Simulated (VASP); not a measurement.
## H: single point with PBE

Crystal: H.

```
H
1.0
     3.84013    0.00000    0.00000
    -1.92007    3.32565    0.00000
     0.00000    0.00000    5.04666
H
4
Cartesian
  0.0000 2.2171 0.8907
  1.9201 1.1086 3.4140
  1.9201 1.1086 4.1559
  0.0000 2.2171 1.6326
```

- Program: VASP 6.6.1
- Task: single point
- Functional: PBE
- Potentials or basis: VASP PAW PBE potentials, release 64 (H)
- Cutoff: 520 eV
- k mesh: 9 × 9 × 6
- Occupations: fermi-dirac, width 0.02 eV
- Spin: no spin polarisation
- Dipole correction: no
- Further INCAR settings: ALGO = Normal; EDIFF = 1e-06; NBANDS = 10

* Pressure: 0.2 GPa
* Largest force: 0.299 eV/Å
* Band gap on the k mesh: 9.40 eV, direct

Forces in eV/Å, atoms in the order of the input:
```
H    0.000  0.000 -0.299
H    0.000  0.000 -0.299
H    0.000  0.000  0.299
H    0.000  0.000  0.299
```

Stress tensor (GPa, compression positive):
```
-0.11  0.00  0.00
 0.00 -0.11  0.00
 0.00  0.00  0.96
```

Levels at points of the mesh, in eV from the valence-band top:
| k point | band 1 | band 2 | band 3 | band 4 | band 5 | band 6 |
| --- | --- | --- | --- | --- | --- | --- |
| (0.00, 0.00, 0.00) | -1.40 | 0.00 | 9.40 | 11.98 | 15.08 | 16.66 |
| (0.00, 0.00, 0.50) | -0.76 | -0.76 | 10.42 | 10.42 | 17.20 | 17.20 |

It took 22 s on 1 thread of Intel(R) Xeon(R) 6975P-C (Granite Rapids) (shared host), peak memory 0.17 GiB.

A k mesh can miss the band edges.
